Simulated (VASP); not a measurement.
# CaF2 (Fm-3m) in VASP: further runs

Runs on CaF2. Level: PBE. Tasks: single point.

Everything below comes from runs of VASP 6.6.1. Logs are shortened: lines on timing, memory, paths and dates and some standing lists are left out, and cuts for length are marked.

## Step 1: The cell of the first run

It takes space group Fm-3m (No. 225, cubic). The conventional cell has a = 5.397 Å, b = 5.397 Å, c = 5.397 Å, α = 90.00°, β = 90.00°, γ = 90.00°. Ca (site symmetry m-3m) has 8 F at 2.34 Å within 3.1 Å. Within 3.1 Å of F (site symmetry -43m) lie 4 Ca at 2.34 Å and 6 F at 2.70 Å.

## Step 2: Single point, PBE (13.10 Å³/atom)

The input, INCAR:

```
SYSTEM = CaF2
  ALGO = Normal
  EDIFF = 1E-6
  ENCUT = 600
  GGA = PE
  GGA_COMPAT = .False.
  ISIF = 2
  ISMEAR = 0
  LASPH = .True.
  LCHARG = .True.
  LELF = .True.
  LREAL = .False.
  LVHAR = .True.
  LWAVE = .False.
  NBANDS = 19
  NELM = 120
  PREC = Accurate
  SIGMA = 0.01
```

The input, KPOINTS:

```
k-points
0
Gamma
  6 6 6
  0 0 0
```

The input, POSCAR:

```
CaF2
1.0
    0.0000000000      2.6986812085      2.6986812085
    2.6986812085      0.0000000000      2.6986812085
    2.6986812085      2.6986812085      0.0000000000
Ca F
1 2
Direct
    0.0000000000      0.0000000000      0.0000000000
    0.2500000000      0.2500000000      0.2500000000
    0.7500000000      0.7500000000      0.7500000000
```

Potentials or basis: VASP PAW PBE potentials, release 64 (Ca_sv, F).

Run with:

```sh
$ cat potpaw_PBE.64/Ca_sv/POTCAR potpaw_PBE.64/F/POTCAR > POTCAR
$ mpirun -np 1 vasp_std > vasp.out
```

OUTCAR:

```text
SYSTEM = CaF2
   EDIFF = 1E-6
   ENCUT = 600
   GGA = PE
   ISIF = 2
   ISMEAR = 0
   LASPH = .True.
   LREAL = .False.
   NELM = 120
   PREC = Accurate

 ion  position               nearest neighbor table
   1  0.000  0.000  0.000-   3 2.34   3 2.34   3 2.34   2 2.34   3 2.34   2 2.34   2 2.34   2 2.34

   2  0.250  0.250  0.250-   1 2.34   1 2.34   1 2.34   1 2.34
   3  0.750  0.750  0.750-   1 2.34   1 2.34   1 2.34   1 2.34

  LATTYP: Found a face centered cubic cell.
 ALAT       =     5.3973624170

  Lattice vectors:

 A1 = (   0.0000000000,   2.6986812085,   2.6986812085)
 A2 = (   2.6986812085,   0.0000000000,   2.6986812085)
 A3 = (   2.6986812085,   2.6986812085,   0.0000000000)

Analysis of symmetry for initial positions (statically):
=====================================================================
 Subroutine PRICEL returns:
 Original cell was already a primitive cell.

 Routine SETGRP: Setting up the symmetry group for a
 face centered cubic supercell.

 Subroutine GETGRP returns: Found 48 space group operations
 (whereof 48 operations were pure point group operations)
 out of a pool of 48 trial point group operations.

The static configuration has the point symmetry O_h .

Analysis of symmetry for dynamics (positions and initial velocities):
=====================================================================
 Subroutine PRICEL returns:
 Original cell was already a primitive cell.

 Routine SETGRP: Setting up the symmetry group for a
 face centered cubic supercell.

 Subroutine GETGRP returns: Found 48 space group operations
 (whereof 48 operations were pure point group operations)
 out of a pool of 48 trial point group operations.

The dynamic configuration has the point symmetry O_h .

 Subroutine INISYM returns: Found 48 space group operations
 (whereof 48 operations are pure point group operations),
 and found     1 'primitive' translations

----------------------------------------------------------------------------------------

                                     Primitive cell

  volume of cell :      39.3083

  direct lattice vectors                    reciprocal lattice vectors
     0.000000000  2.698681209  2.698681209    -0.185275681  0.185275681  0.185275681
     2.698681209  0.000000000  2.698681209     0.185275681 -0.185275681  0.185275681
     2.698681209  2.698681209  0.000000000     0.185275681  0.185275681 -0.185275681

  length of vectors
     3.816511566  3.816511566  3.816511566     0.320906894  0.320906894  0.320906894

  position of ions in fractional coordinates (direct lattice)
     0.000000000  0.000000000  0.000000000
     0.250000000  0.250000000  0.250000000
     0.750000000  0.750000000  0.750000000

  ion indices of the primitive-cell ions
   primitive index   ion index
                 1           1
                 2           2
                 3           3

----------------------------------------------------------------------------------------

 KPOINTS: k-points

Automatic generation of k-mesh.
 Grid dimensions read from file:
 generate k-points for:    6    6    6

 Generating k-lattice:

  Cartesian coordinates                     Fractional coordinates (reciprocal lattice)
    -0.030879280  0.030879280  0.030879280     0.166666667  0.000000000  0.000000000
     0.030879280 -0.030879280  0.030879280     0.000000000  0.166666667  0.000000000
     0.030879280  0.030879280 -0.030879280     0.000000000  0.000000000  0.166666667

  Length of vectors
     0.053484482  0.053484482  0.053484482

  Shift w.r.t. Gamma in fractional coordinates (k-lattice)
     0.000000000  0.000000000  0.000000000

 Subroutine IBZKPT returns following result:
 ===========================================

 Found     16 irreducible k-points:

 Following reciprocal coordinates:
            Coordinates               Weight
  0.000000  0.000000  0.000000      1.000000
  0.166667  0.000000  0.000000      8.000000
  0.333333  0.000000  0.000000      8.000000
  0.500000  0.000000  0.000000      4.000000
  0.166667  0.166667  0.000000      6.000000
  0.333333  0.166667  0.000000     24.000000
[... 8 lines left out ...]
 -0.333333  0.333333  0.166667     24.000000
 -0.333333  0.500000  0.166667     12.000000
   k-points           NKPTS =     16   k-points in BZ     NKDIM =     16   number of bands    NBANDS=     19
   number of dos      NEDOS =    301   number of ions     NIONS =      3
   total plane-waves  NPLWV =  27000
   dimension x,y,z NGX =    30 NGY =   30 NGZ =   30
   dimension x,y,z NGXF=    60 NGYF=   60 NGZF=   60
   ions per type =               1   2
   NGX,Y,Z   is equivalent  to a cutoff of  13.07, 13.07, 13.07 a.u.
   NGXF,Y,Z  is equivalent  to a cutoff of  26.14, 26.14, 26.14 a.u.
 SYSTEM =  CaF2
   PREC   = accura    normal or accurate (medium, high low for compatibility)
   ISTART =      0    job   : 0-new  1-cont  2-samecut
   ICHARG =      2    charge: 1-file 2-atom 10-const
   ISPIN  =      1    spin polarized calculation?
   LNONCOLLINEAR =      F non collinear calculations
   LSORBIT =      F    spin-orbit coupling
   LASPH  =      T    aspherical Exc in radial PAW
   ENCUT  =  600.0 eV  44.10 Ry    6.64 a.u.   7.62  7.62  7.62*2*pi/ulx,y,z
   NELM   =    120;   NELMIN=  2; NELMDL= -5     # of ELM steps
   EDIFF  = 0.1E-05   stopping-criterion for ELM
   LREAL  =      F    real-space projection
   EDIFFG = 0.1E-04   stopping-criterion for IOM
   NSW    =      0    number of steps for IOM
   IBRION =     -1    ionic relax: 0-MD 1-quasi-New 2-CG
   NFREE  =      0    steps in history (QN), initial steepest desc. (CG)
   ISIF   =      2    stress and relaxation
   ISYM   =      2    0-nonsym 1-usesym 2-fastsym
   POTIM  = 0.5000    time-step for ionic-motion
   TEBEG  =    0.0;   TEEND  =   0.0 temperature during run
   PSTRESS=    0.0 pullay stress
   NELECT =      24.0000    total number of electrons
   NUPDOWN=      -1.0000    fix difference up-down
   EMIN   =  10.00;   EMAX   =-10.00  energy-range for DOS
   EFERMI =   0.00;   METHOD = LEGACY
   ISMEAR =     0;   SIGMA  =   0.01  broadening in eV -4-tet -1-fermi 0-gaus
   EFERMI_NEDOS =   21; number of points for ismear=-14 and -15
   IALGO  =     38    algorithm
   IMIX   =      4    mixing-type and parameters
     AMIX     =   0.40;   BMIX     =  1.00
     AMIX_MAG =   1.60;   BMIX_MAG =  1.00
  volume/ion in A,a.u.               =      13.10        88.42
  Fermi-wavevector in a.u.,A,eV,Ry     =   1.388834  2.624516 26.243730  1.928860
  Thomas-Fermi vector in A             =   2.512922
   LORBIT       =      0    0 simple, 1 ext, 2 COOP (PROOUT), +10 PAW based schemes
   GGA     = PE    functional components
   LHFCALC =     F    Hartree Fock is set to
   AEXX    =    0.0000 exact exchange contribution
   IVDW    =     0    specifies the selected vdW correction
   LEPSILON=     F    determine dielectric tensor
   LRPA    =     F    only Hartree local field effects (RPA)
 non-spin polarized calculation
 Gauss-broadening in eV      SIGMA  =   0.01
  energy-cutoff  :      600.00
  volume of cell :       39.31
 maximum number of plane-waves:      1363
   NGX = 15   NGY = 15   NGZ = 15

 number of electron      23.9999982 magnetization

 Free energy of the ion-electron system (eV)
  ---------------------------------------------------
  ext. energy  EPLUGINS =         0.00000000
  ---------------------------------------------------
  free energy    TOTEN  =       -17.29345868 eV

  energy without entropy =      -17.29345868  energy(sigma->0) =      -17.29345868

 E-fermi :  -0.6827     XC(G=0):  -9.8100

 val. band max:       -0.7760332270   @ k =   0.5000   0.5000   0.0000
 cond. band min:       6.7183635004   @ k =   0.0000   0.0000   0.0000
 fundamental gap:      7.4943967273
 Fermi energy:        -0.6826675657

 k-point     1 :       0.0000    0.0000    0.0000
  band No.  band energies     occupation
      1     -36.6300      2.00000
      2     -20.8003      2.00000
      3     -19.9730      2.00000
      4     -17.5687      2.00000
      5     -17.5687      2.00000
      6     -17.5687      2.00000
[... 11 lines left out ...]
     18      10.7361      0.00000
     19      16.4745      0.00000

 k-point     2 :       0.1667    0.0000    0.0000
  band No.  band energies     occupation
      1     -36.6198      2.00000
      2     -20.8684      2.00000
      3     -20.0518      2.00000
      4     -17.5809      2.00000
      5     -17.5809      2.00000
      6     -17.4434      2.00000
[... 11 lines left out ...]
     18      10.6609      0.00000
     19      15.3469      0.00000

 k-point     3 :       0.3333    0.0000    0.0000
  band No.  band energies     occupation
      1     -36.5993      2.00000
      2     -20.9401      2.00000
      3     -20.2797      2.00000
      4     -17.6053      2.00000
      5     -17.6053      2.00000
      6     -17.1778      2.00000
[... 11 lines left out ...]
     18      10.5119      0.00000
     19      13.8065      0.00000

 k-point     4 :       0.5000    0.0000    0.0000
  band No.  band energies     occupation
      1     -36.5891      2.00000
      2     -20.9354      2.00000
      3     -20.4337      2.00000
      4     -17.6173      2.00000
      5     -17.6173      2.00000
      6     -17.0409      2.00000
[... 231 lines left out ...]
     18      11.4995      0.00000
     19      14.8984      0.00000

 k-point    15 :      -0.3333    0.3333    0.1667
  band No.  band energies     occupation
      1     -36.5789      2.00000
      2     -20.8249      2.00000
      3     -20.7052      2.00000
      4     -17.6675      2.00000
      5     -17.3059      2.00000
      6     -17.1744      2.00000
[... 11 lines left out ...]
     18      12.7668      0.00000
     19      14.2409      0.00000

 k-point    16 :      -0.3333    0.5000    0.1667
  band No.  band energies     occupation
      1     -36.5756      2.00000
      2     -20.9806      2.00000
      3     -20.5645      2.00000
      4     -17.6927      2.00000
      5     -17.4308      2.00000
      6     -17.0200      2.00000
[... 11 lines left out ...]
     18      14.0544      0.00000
     19      14.2026      0.00000

------------------------ aborting loop because EDIFF is reached ----------------------------------------

  FORCE on cell =-STRESS in cart. coord.  units (eV):
  Direction    XX          YY          ZZ          XY          YZ          ZX
  --------------------------------------------------------------------------------------
  -------------------------------------------------------------------------------------
  Total        1.4383632      1.4383632      1.4383632     -0.0000000      0.0000000      0.0000000
  in kB       58.6265575     58.6265575     58.6265575     -0.0000000      0.0000000      0.0000000
  external PRESSURE =      58.6265575 kB  Pullay stress =       0.0000000 kB

 VOLUME and BASIS-vectors are now :
 -----------------------------------------------------------------------------
  energy-cutoff  :      600.00
  volume of cell :       39.31
      direct lattice vectors                 reciprocal lattice vectors
     0.000000000  2.698681209  2.698681209    -0.185275681  0.185275681  0.185275681
     2.698681209  0.000000000  2.698681209     0.185275681 -0.185275681  0.185275681
     2.698681209  2.698681209  0.000000000     0.185275681  0.185275681 -0.185275681

 POSITION                                       TOTAL-FORCE (eV/Angst)
 -----------------------------------------------------------------------------------
      0.00000      0.00000      0.00000        -0.000000      0.000000      0.000000
      1.34934      1.34934      1.34934         0.000000      0.000000     -0.000000
      4.04802      4.04802      4.04802        -0.000000     -0.000000     -0.000000
 -----------------------------------------------------------------------------------
    total drift:                                0.000000     -0.000000      0.000000

  FREE ENERGIE OF THE ION-ELECTRON SYSTEM (eV)
  ---------------------------------------------------
  free  energy   TOTEN  =       -17.2934586786 eV

  energy  without entropy=      -17.2934586786  energy(sigma->0) =      -17.29345868
```

It took 26 s on 1 thread of Intel Xeon 8259CL, shared host; peak memory 0.17 GiB.

What came out:

```
Free energy            : -17.2935 eV
Pressure               : 5.9 GPa
Band gap on the k mesh : 7.49 eV (least direct gap 7.76 eV)
```

Levels at points of the mesh, in eV from the valence-band top:
```csv
k point,band 10,band 11,band 12,band 13,band 14,band 15
"(0.00, 0.00, 0.00)",-0.26,-0.26,-0.26,7.49,9.31,9.31
"(0.50, 0.00, 0.00)",-1.28,-0.86,-0.86,9.54,9.54,9.98
"(0.50, 0.50, 0.00)",-0.39,-0.39,0.00,8.22,9.73,10.28
```

Caveat: the cell stands under pressure. A k mesh can miss the band edges.

## Step 3: Single point, PBE

This run uses another cell than the first one, of 13.94 Å³/atom.

The input, INCAR:

```
PREC = Accurate
ENCUT = 600
EDIFF = 1E-6
ISMEAR = 0
SIGMA = 0.01
LREAL = False
LASPH = True
NELM = 120
ALGO = Normal
ISIF = 2
LWAVE = False
LCHARG = True
GGA = PE
LELF = True
LVHAR = True
NBANDS = 19
GGA_COMPAT = False
```

The input, KPOINTS:

```
Automatic mesh
0
Gamma
  6 6 6
```

The input, POSCAR:

```
CaF2
1.0
    0.0000000000      2.7549198427      2.7549198427
    2.7549198427      0.0000000000      2.7549198427
    2.7549198427      2.7549198427      0.0000000000
Ca F
1 2
Direct
    0.0000000000      0.0000000000      0.0000000000
    0.2500000000      0.2500000000      0.2500000000
    0.7500000000      0.7500000000      0.7500000000
```

Potentials or basis: VASP PAW PBE potentials, release 64 (Ca_sv, F).

Run with:

```sh
$ cat potpaw_PBE.64/Ca_sv/POTCAR potpaw_PBE.64/F/POTCAR > POTCAR
$ mpirun -np 1 vasp_std > vasp.out
```

It took 23 s on 1 thread of Intel Xeon 8259CL, shared host; peak memory 0.18 GiB.

The run converged. Its results:

- Free energy: -17.3447 eV
- Pressure: 0.2 GPa
- Band gap on the k mesh: 7.13 eV (least direct gap 7.38 eV)

Levels at points of the mesh, in eV from the valence-band top:
```
           k point  band 9  band 10  band 11  band 12  band 13  band 14  band 15  band 16
(0.00, 0.00, 0.00)   -2.03    -0.25    -0.25    -0.25     7.13     9.06     9.06    11.02
(0.50, 0.00, 0.00)   -1.26    -1.20    -0.82    -0.82     9.27     9.27     9.58    10.60
(0.50, 0.50, 0.00)   -1.61    -0.35    -0.35     0.00     8.04     9.37     9.94    10.69
```
